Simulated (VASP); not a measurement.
Set up this calculation in VASP 6.6.1, as the native input.

```
Task                   : single point
Functional             : PBE
Potentials or basis    : VASP PAW PBE potentials, release 64 (Be, H)
Cutoff                 : 520 eV
k mesh                 : 4 × 4 × 3
Occupations            : fermi-dirac, width 0.15 eV
Spin                   : no spin polarisation
Dipole correction      : no
Further INCAR settings : LREAL = Auto; ALGO = Normal; EDIFF = 1e-06; NBANDS = 30
```

The structure of Be16H (a cell with a defect) lies in POSCAR:

```
Be16H
1.0
   -2.2900000000     -3.9663960000      0.0000000000
    3.4350000000     -1.9831980000      0.0000000000
    0.0000000000      0.0000000000      7.1768600000
Be H
16 1
Direct
    0.7434285057      0.5099794114     -0.0031159867
    0.4864377945      0.3543771614      0.2465395730
    0.7446205707      0.5222297254      0.5036715221
    0.4918563258      0.3483580746      0.7501775150
    0.4918556818      0.0138854472      0.0007019783
    0.2417867596      0.8441562386      0.2493799517
    0.4865981015      0.0090531739      0.5045492040
    0.2431274513      0.8444881699      0.7536887998
    0.2433559405      0.5174763039     -0.0027291880
    0.0035418929      0.3510977976      0.2455342587
    0.2424849731      0.5180892542      0.5014518884
   -0.0057149297      0.3485207601      0.7500489072
   -0.0058283650      0.0135269416      0.0000242446
    0.7446742319      0.8400669552      0.2464831417
    0.0018652829      0.0115029106      0.5042554822
    0.7433204542      0.8521603610      0.7532886248
    0.7368924414      0.1803661400      0.3734672266
```

These files were run (other wordings do the same):

INCAR

```
  PREC = Accurate
  ENCUT = 520
  EDIFF = 1E-6
  ISMEAR = -1
  SIGMA = 0.15
  LREAL = Auto
  LASPH = T
  NELM = 60
  ALGO = Normal
  ISIF = 2
  LWAVE = F
  LCHARG = F
  GGA = PE
  NBANDS = 30
```

KPOINTS

```
regular mesh
0
Gamma
  4 4 3
```

Potentials or basis: VASP PAW PBE potentials, release 64 (Be, H).

The run is started by

```sh
$ cat potpaw_PBE.64/Be/POTCAR potpaw_PBE.64/H/POTCAR > POTCAR
$ mpirun -np 1 vasp_std > vasp.out
```

It gave:

The pressure is 0.1 GPa and the largest force is 0.053 eV/Å. The band gap on the k mesh is zero (an odd number of electrons rules out a gap without spin polarisation).

Caveat: the k points lie up to 0.40 Å⁻¹ apart, too coarse for converged energies and pressures of a metal.

It took 5.2 min on 1 thread of AMD EPYC 7R13 (shared host), peak memory 0.23 GiB.
